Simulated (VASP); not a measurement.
# CdS (Hawleyite) (F-43m) in VASP: a series of runs

Runs on CdS (Hawleyite). Level: r2SCAN. Tasks: single point, relaxation of cell and atoms.

Program: VASP 6.6.1. These are calculated values, not measurements. Logs are shortened: lines on timing, memory, paths and dates and some standing lists are left out, and cuts for length are marked.

## (1) The cell of the first run

The structure is cubic, space group F-43m (No. 216). Conventional cell: a = 5.819 Å, b = 5.819 Å, c = 5.819 Å, α = 90.00°, β = 90.00°, γ = 90.00°. Cd (site symmetry -43m) has 4 S at 2.52 Å within 3.3 Å. S (site symmetry -43m) has 4 Cd at 2.52 Å within 3.3 Å.

## (2) Single point, r2SCAN

POSCAR reads:

```
CdS
1.0
    0.0000000000      2.9092856268      2.9092856268
    2.9092856268      0.0000000000      2.9092856268
    2.9092856268      2.9092856268      0.0000000000
Cd S
1 1
Direct
    0.0000000000      0.0000000000      0.0000000000
    0.7500000000      0.7500000000      0.7500000000
```

INCAR.step1 reads:

```
SYSTEM = CdS
PREC     = Accurate       ! precision mode
ENCUT    = 520            ! plane-wave cutoff, eV
ISMEAR   = 0              ! smearing method
SIGMA    = 0.01           ! smearing width, eV
LREAL    = .FALSE.        ! projectors in reciprocal space
LASPH    = .TRUE.         ! aspherical terms in the spheres
NELM     = 100            ! most SCF steps
NBANDS   = 16             ! bands
GGA      = PE             ! functional
ALGO     = Normal         ! electronic algorithm
EDIFF    = 1E-4           ! SCF threshold, eV
LWAVE    = .TRUE.         ! write WAVECAR
LCHARG   = .FALSE.        ! write CHGCAR
```

INCAR.step2 reads:

```
SYSTEM = CdS
PREC     = Accurate       ! precision mode
ENCUT    = 520            ! plane-wave cutoff, eV
EDIFF    = 1E-7           ! SCF threshold, eV
ISMEAR   = 0              ! smearing method
SIGMA    = 0.01           ! smearing width, eV
LREAL    = .FALSE.        ! projectors in reciprocal space
LASPH    = .TRUE.         ! aspherical terms in the spheres
NELM     = 100            ! most SCF steps
ALGO     = Normal         ! electronic algorithm
ISIF     = 2              ! what is computed and relaxed
LWAVE    = .FALSE.        ! write WAVECAR
LCHARG   = .TRUE.         ! write CHGCAR
METAGGA  = R2SCAN         ! meta-GGA
LMIXTAU  = .TRUE.       
LELF     = .TRUE.         ! ELF
LVHAR    = .TRUE.       
NBANDS   = 16             ! bands
ISTART   = 1
```

KPOINTS reads:

```
Automatic mesh
0
G
  6 6 6
  0 0 0
```

Potentials or basis: VASP PAW PBE potentials, release 64 (Cd, S).

Run with:

```console
$ cat potpaw_PBE.64/Cd/POTCAR potpaw_PBE.64/S/POTCAR > POTCAR
$ cp INCAR.step1 INCAR
$ mpirun -np 1 vasp_std > vasp.out
$ cp INCAR.step2 INCAR
$ mpirun -np 1 vasp_std > vasp.out
```

OUTCAR:

```text
SYSTEM = CdS
   PREC = Accurate
   ENCUT = 520
   EDIFF = 1E-7
   ISMEAR = 0
   LREAL = .FALSE.
   LASPH = .TRUE.
   NELM = 100
   ISIF = 2
   METAGGA = R2SCAN
   ISTART = 1

 ion  position               nearest neighbor table
   1  0.000  0.000  0.000-   2 2.52   2 2.52   2 2.52   2 2.52
   2  0.750  0.750  0.750-   1 2.52   1 2.52   1 2.52   1 2.52

  LATTYP: Found a face centered cubic cell.
 ALAT       =     5.8185712536

  Lattice vectors:

 A1 = (   0.0000000000,   2.9092856268,   2.9092856268)
 A2 = (   2.9092856268,   0.0000000000,   2.9092856268)
 A3 = (   2.9092856268,   2.9092856268,   0.0000000000)

Analysis of symmetry for initial positions (statically):
=====================================================================
 Subroutine PRICEL returns:
 Original cell was already a primitive cell.

 Routine SETGRP: Setting up the symmetry group for a
 face centered cubic supercell.

 Subroutine GETGRP returns: Found 24 space group operations
 (whereof 24 operations were pure point group operations)
 out of a pool of 48 trial point group operations.

The static configuration has the point symmetry T_d .

Analysis of symmetry for dynamics (positions and initial velocities):
=====================================================================
 Subroutine PRICEL returns:
 Original cell was already a primitive cell.

 Routine SETGRP: Setting up the symmetry group for a
 face centered cubic supercell.

 Subroutine GETGRP returns: Found 24 space group operations
 (whereof 24 operations were pure point group operations)
 out of a pool of 48 trial point group operations.

The dynamic configuration has the point symmetry T_d .

 Subroutine INISYM returns: Found 24 space group operations
 (whereof 24 operations are pure point group operations),
 and found     1 'primitive' translations

----------------------------------------------------------------------------------------

                                     Primitive cell

  volume of cell :      49.2481

  direct lattice vectors                    reciprocal lattice vectors
     0.000000000  2.909285627  2.909285627    -0.171863496  0.171863496  0.171863496
     2.909285627  0.000000000  2.909285627     0.171863496 -0.171863496  0.171863496
     2.909285627  2.909285627  0.000000000     0.171863496  0.171863496 -0.171863496

  length of vectors
     4.114351190  4.114351190  4.114351190     0.297676308  0.297676308  0.297676308

  position of ions in fractional coordinates (direct lattice)
     0.000000000  0.000000000  0.000000000
     0.750000000  0.750000000  0.750000000

  ion indices of the primitive-cell ions
   primitive index   ion index
                 1           1
                 2           2

----------------------------------------------------------------------------------------

 KPOINTS: Automatic mesh

Automatic generation of k-mesh.
 Grid dimensions read from file:
 generate k-points for:    6    6    6

 Generating k-lattice:

  Cartesian coordinates                     Fractional coordinates (reciprocal lattice)
    -0.028643916  0.028643916  0.028643916     0.166666667  0.000000000  0.000000000
     0.028643916 -0.028643916  0.028643916     0.000000000  0.166666667  0.000000000
     0.028643916  0.028643916 -0.028643916     0.000000000  0.000000000  0.166666667

  Length of vectors
     0.049612718  0.049612718  0.049612718

  Shift w.r.t. Gamma in fractional coordinates (k-lattice)
     0.000000000  0.000000000  0.000000000

 Subroutine IBZKPT returns following result:
 ===========================================

 Found     16 irreducible k-points:

 Following reciprocal coordinates:
            Coordinates               Weight
  0.000000  0.000000  0.000000      1.000000
  0.166667  0.000000  0.000000      8.000000
  0.333333  0.000000  0.000000      8.000000
  0.500000  0.000000  0.000000      4.000000
  0.166667  0.166667  0.000000      6.000000
  0.333333  0.166667  0.000000     24.000000
[... 8 lines left out ...]
 -0.333333  0.333333  0.166667     24.000000
 -0.333333  0.500000  0.166667     12.000000
   k-points           NKPTS =     16   k-points in BZ     NKDIM =     16   number of bands    NBANDS=     16
   number of dos      NEDOS =    301   number of ions     NIONS =      2
   total plane-waves  NPLWV =  32768
   dimension x,y,z NGX =    32 NGY =   32 NGZ =   32
   dimension x,y,z NGXF=    64 NGYF=   64 NGZF=   64
   ions per type =               1   1
   NGX,Y,Z   is equivalent  to a cutoff of  12.93, 12.93, 12.93 a.u.
   NGXF,Y,Z  is equivalent  to a cutoff of  25.86, 25.86, 25.86 a.u.
 SYSTEM =  CdS
   PREC   = accura    normal or accurate (medium, high low for compatibility)
   ISTART =      1    job   : 0-new  1-cont  2-samecut
   ICHARG =      0    charge: 1-file 2-atom 10-const
   ISPIN  =      1    spin polarized calculation?
   LNONCOLLINEAR =      F non collinear calculations
   LSORBIT =      F    spin-orbit coupling
   LASPH  =      T    aspherical Exc in radial PAW
   ENCUT  =  520.0 eV  38.22 Ry    6.18 a.u.   7.65  7.65  7.65*2*pi/ulx,y,z
   NELM   =    100;   NELMIN=  2; NELMDL=  0     # of ELM steps
   EDIFF  = 0.1E-06   stopping-criterion for ELM
   LREAL  =      F    real-space projection
   EDIFFG = 0.1E-05   stopping-criterion for IOM
   NSW    =      0    number of steps for IOM
   IBRION =     -1    ionic relax: 0-MD 1-quasi-New 2-CG
   NFREE  =      0    steps in history (QN), initial steepest desc. (CG)
   ISIF   =      2    stress and relaxation
   ISYM   =      2    0-nonsym 1-usesym 2-fastsym
   POTIM  = 0.5000    time-step for ionic-motion
   TEBEG  =    0.0;   TEEND  =   0.0 temperature during run
   PSTRESS=    0.0 pullay stress
   NELECT =      18.0000    total number of electrons
   NUPDOWN=      -1.0000    fix difference up-down
   EMIN   =  10.00;   EMAX   =-10.00  energy-range for DOS
   EFERMI =   0.00;   METHOD = LEGACY
   ISMEAR =     0;   SIGMA  =   0.01  broadening in eV -4-tet -1-fermi 0-gaus
   EFERMI_NEDOS =   21; number of points for ismear=-14 and -15
   IALGO  =     38    algorithm
   IMIX   =      4    mixing-type and parameters
     AMIX     =   0.40;   BMIX     =  1.00
     AMIX_MAG =   1.60;   BMIX_MAG =  1.00
  volume/ion in A,a.u.               =      24.62       166.17
  Fermi-wavevector in a.u.,A,eV,Ry     =   1.170494  2.211914 18.640756  1.370057
  Thomas-Fermi vector in A             =   2.306952
   LORBIT       =      0    0 simple, 1 ext, 2 COOP (PROOUT), +10 PAW based schemes
   METAGGA = R2SCAN    functional components
   LHFCALC =     F    Hartree Fock is set to
   AEXX    =    0.0000 exact exchange contribution
   IVDW    =     0    specifies the selected vdW correction
   LEPSILON=     F    determine dielectric tensor
   LRPA    =     F    only Hartree local field effects (RPA)
 non-spin polarized calculation
 Gauss-broadening in eV      SIGMA  =   0.01
  energy-cutoff  :      520.00
  volume of cell :       49.25
 maximum number of plane-waves:      1363
 NGX is ok and might be reduce to    32
   NGX = 15   NGY = 15   NGZ = 15

 number of electron      18.0000003 magnetization

 Free energy of the ion-electron system (eV)
  ---------------------------------------------------
  ext. energy  EPLUGINS =         0.00000000
  ---------------------------------------------------
  free energy    TOTEN  =       -29.67183196 eV

  energy without entropy =      -29.67183196  energy(sigma->0) =      -29.67183196

 E-fermi :   1.2207     XC(G=0):  -9.7707

 val. band max:        1.1171059748   @ k =   0.0000   0.0000   0.0000
 cond. band min:       2.7259102573   @ k =   0.0000   0.0000   0.0000
 fundamental gap:      1.6088042825
 Fermi energy:         1.2207210747

 k-point     1 :       0.0000    0.0000    0.0000
  band No.  band energies     occupation
      1     -11.8071      2.00000
      2      -6.8803      2.00000
      3      -6.8803      2.00000
      4      -6.8803      2.00000
      5      -6.3550      2.00000
      6      -6.3550      2.00000
[... 8 lines left out ...]
     15      13.1395      0.00000
     16      13.1395      0.00000

 k-point     2 :       0.1667    0.0000    0.0000
  band No.  band energies     occupation
      1     -11.6983      2.00000
      2      -6.8398      2.00000
      3      -6.8398      2.00000
      4      -6.7719      2.00000
      5      -6.3555      2.00000
      6      -6.3555      2.00000
[... 8 lines left out ...]
     15      12.3024      0.00000
     16      13.4488      0.00000

 k-point     3 :       0.3333    0.0000    0.0000
  band No.  band energies     occupation
      1     -11.4797      2.00000
      2      -6.7727      2.00000
      3      -6.7727      2.00000
      4      -6.3752      2.00000
      5      -6.3375      2.00000
      6      -6.3375      2.00000
[... 8 lines left out ...]
     15      12.7854      0.00000
     16      12.7854      0.00000

 k-point     4 :       0.5000    0.0000    0.0000
  band No.  band energies     occupation
      1     -11.3710      2.00000
      2      -6.7487      2.00000
      3      -6.7487      2.00000
      4      -6.3158      2.00000
      5      -6.3158      2.00000
      6      -5.9622      2.00000
[... 8 lines left out ...]
     15      14.3172      0.00000
     16      14.3172      0.00000
[... 172 lines left out ...]
 k-point    14 :       0.5000    0.3333    0.1667
  band No.  band energies     occupation
      1     -11.3402      2.00000
      2      -6.6750      2.00000
      3      -6.6655      2.00000
      4      -6.4590      2.00000
      5      -6.3131      2.00000
      6      -6.0577      2.00000
[... 8 lines left out ...]
     15      14.8284      0.00000
     16      15.1070      0.00000

 k-point    15 :      -0.3333    0.3333    0.1667
  band No.  band energies     occupation
      1     -11.2712      2.00000
      2      -6.6674      2.00000
      3      -6.6251      2.00000
      4      -6.3986      2.00000
      5      -6.3359      2.00000
      6      -5.7794      2.00000
[... 8 lines left out ...]
     15      14.2560      0.00000
     16      15.1626      0.00000

 k-point    16 :      -0.3333    0.5000    0.1667
  band No.  band energies     occupation
      1     -11.2374      2.00000
      2      -6.6282      2.00000
      3      -6.5828      2.00000
      4      -6.4418      2.00000
      5      -6.3108      2.00000
      6      -5.7471      2.00000
[... 8 lines left out ...]
     15      15.0299      0.00000
     16      15.1101      0.00000

------------------------ aborting loop because EDIFF is reached ----------------------------------------

  FORCE on cell =-STRESS in cart. coord.  units (eV):
  Direction    XX          YY          ZZ          XY          YZ          ZX
  --------------------------------------------------------------------------------------
  -------------------------------------------------------------------------------------
  Total        0.7160507      0.7160507      0.7160507      0.0000000      0.0000000     -0.0000000
  in kB       23.2951373     23.2951373     23.2951373      0.0000000      0.0000000     -0.0000000
  external PRESSURE =      23.2951373 kB  Pullay stress =       0.0000000 kB

 VOLUME and BASIS-vectors are now :
 -----------------------------------------------------------------------------
  energy-cutoff  :      520.00
  volume of cell :       49.25
      direct lattice vectors                 reciprocal lattice vectors
     0.000000000  2.909285627  2.909285627    -0.171863496  0.171863496  0.171863496
     2.909285627  0.000000000  2.909285627     0.171863496 -0.171863496  0.171863496
     2.909285627  2.909285627  0.000000000     0.171863496  0.171863496 -0.171863496

 POSITION                                       TOTAL-FORCE (eV/Angst)
 -----------------------------------------------------------------------------------
      0.00000      0.00000      0.00000        -0.000000     -0.000000      0.000000
      4.36393      4.36393      4.36393         0.000000      0.000000     -0.000000
 -----------------------------------------------------------------------------------
    total drift:                                0.000005      0.000005      0.000005

  FREE ENERGIE OF THE ION-ELECTRON SYSTEM (eV)
  ---------------------------------------------------
  free  energy   TOTEN  =       -29.6718319633 eV

  energy  without entropy=      -29.6718319633  energy(sigma->0) =      -29.67183196
```

Run time: 47 s. Hardware: 1 thread of Intel Xeon Platinum 8488C (Sapphire Rapids), shared host; peak memory 0.18 GiB.

What came out:

| Item | Value |
| --- | --- |
| Free energy | -29.6718 eV |
| Pressure | 2.3 GPa |
| Band gap on the k mesh | 1.61 eV, direct |

Caveat: the PAW data sets were made with another functional, which shifts forces and pressure a little.

(Part 1 of 3 ends here.)
